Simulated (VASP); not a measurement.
Wanted: the native input for a VASP 6.6.1 run.

| Quantity | Value |
| --- | --- |
| Task | single point |
| Functional | PBEsol |
| Potentials or basis | VASP PAW PBE potentials, release 64 (Bi_d) |
| Cutoff | 520 eV |
| k mesh | 20 × 20 × 20 |
| Occupations | gaussian, width 0.05 eV |
| Spin | no spin polarisation |
| Dipole correction | no |
| Further INCAR settings | ALGO = Normal; EDIFF = 1e-06; NBANDS = 14 |

The structure of Bi lies in POSCAR:

```
Bi
1.0
   -1.6824128044      1.6824128044      1.6824128044
    1.6824128044     -1.6824128044      1.6824128044
    1.6824128044      1.6824128044     -1.6824128044
Bi
1
Direct
    0.0000000000      0.0000000000      0.0000000000
```

One way to write it, as run:

INCAR

```
PREC = Accurate
ENCUT = 520
EDIFF = 1E-6
ISMEAR = 0
SIGMA = 0.05
LREAL = False
LASPH = True
NELM = 100
ALGO = Normal
ISIF = 2
LWAVE = False
LCHARG = True
GGA = PS
LELF = True
LVHAR = True
NBANDS = 14
```

KPOINTS

```
regular mesh
0
Gamma
  20 20 20
```

Potentials or basis: VASP PAW PBE potentials, release 64 (Bi_d).

Command:

```bash
$ cat potpaw_PBE.64/Bi_d/POTCAR > POTCAR
$ mpirun -np 1 vasp_std > vasp.out
```

It gave:

```
Pressure : 79.1 GPa
```

Caveat: the PAW data sets were made with another functional, which shifts forces and pressure a little.

Run time: 28 s on 1 thread of Intel Xeon 6975P-C, with other jobs on the host, peak memory 0.19 GiB.
